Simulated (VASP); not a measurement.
BaTe: single point with PBEsol

Crystal: BaTe.

```
CELL_PARAMETERS angstrom
0.00119 6.95236 6.95261
6.95058 0.00359 6.95017
6.94582 6.94523 0.00844
ATOMIC_POSITIONS crystal
Ba 0.99466 0.00456 0.00363
Ba 0.99507 0.00500 0.50268
Ba 0.99453 0.50475 0.00370
Ba 0.99499 0.50459 0.50362
Ba 0.49524 0.00449 0.00368
Ba 0.49458 0.00474 0.50383
Ba 0.49480 0.50482 0.00269
Ba 0.49452 0.50457 0.50335
Te 0.24512 0.25472 0.25349
Te 0.24472 0.25429 0.75447
Te 0.24510 0.75439 0.25325
Te 0.24433 0.75496 0.75334
Te 0.74435 0.25493 0.25335
Te 0.74518 0.25450 0.75307
Te 0.74472 0.75425 0.25448
Te 0.74501 0.75476 0.75348
```

```yaml
Program: VASP 6.6.1
Task: single point
Functional: PBEsol
Potentials_or_basis: VASP PAW PBE potentials, release 64 (Ba_sv, Te)
Cutoff: 500 eV
k_mesh: 2 × 2 × 2
Occupations: fermi-dirac, width 0.05 eV
Spin: no spin polarisation
Dipole_correction: no
Further_INCAR_settings: ALGO = Normal; EDIFF = 1e-06; NBANDS = 78
```

```json
{
 "Pressure": "0.4 GPa",
 "Largest force": "0.011 eV/Å",
 "Band gap on the k mesh": "1.37 eV"
}
```

Forces on the atoms (eV/Å):
```
Ba   0.001  0.000 -0.001
Ba   0.003  0.003 -0.008
Ba   0.002  0.003  0.002
Ba   0.001  0.006 -0.001
Ba  -0.001 -0.001 -0.003
Ba   0.000  0.002  0.000
Ba   0.005  0.007  0.002
Ba   0.006  0.008  0.001
Te  -0.001 -0.005 -0.001
Te  -0.005 -0.008  0.003
Te   0.001 -0.004  0.003
Te  -0.004  0.002  0.000
Te  -0.004  0.001  0.001
Te   0.003 -0.001 -0.002
Te  -0.005 -0.009  0.005
Te  -0.001 -0.002  0.000
```

Levels at points of the mesh, in eV from the valence-band top:
| k point | band 60 | band 61 | band 62 | band 63 | band 64 | band 65 | band 66 | band 67 | band 68 | band 69 |
| --- | --- | --- | --- | --- | --- | --- | --- | --- | --- | --- |
| (0.00, 0.00, 0.00) | -0.39 | -0.39 | -0.01 | 0.00 | 0.00 | 1.37 | 1.37 | 1.37 | 2.83 | 2.83 |
| (0.50, 0.00, 0.00) | -0.83 | -0.72 | -0.72 | -0.71 | -0.71 | 2.57 | 2.57 | 2.57 | 2.57 | 2.57 |
| (0.00, 0.50, 0.00) | -0.83 | -0.72 | -0.72 | -0.72 | -0.71 | 2.57 | 2.57 | 2.57 | 2.57 | 2.57 |
| (0.50, 0.50, 0.00) | -0.81 | -0.33 | -0.33 | -0.33 | -0.33 | 1.94 | 1.94 | 3.44 | 3.44 | 3.44 |
| (0.00, 0.00, 0.50) | -0.83 | -0.72 | -0.72 | -0.72 | -0.72 | 2.57 | 2.57 | 2.57 | 2.58 | 2.58 |
| (0.50, 0.00, 0.50) | -0.82 | -0.33 | -0.33 | -0.33 | -0.33 | 1.94 | 1.94 | 3.44 | 3.44 | 3.44 |
| (0.00, 0.50, 0.50) | -0.82 | -0.33 | -0.33 | -0.32 | -0.32 | 1.94 | 1.94 | 3.44 | 3.44 | 3.44 |
| (0.50, 0.50, 0.50) | -0.83 | -0.72 | -0.72 | -0.71 | -0.71 | 2.57 | 2.57 | 2.57 | 2.57 | 2.57 |

Run time: 18 min on 1 thread of Intel Xeon 8259CL, on a shared host, peak memory 0.88 GiB.

Caveat: the PAW data sets were made with another functional, which shifts forces and pressure a little; spin-orbit coupling is left out, which moves the levels of the heavy elements.
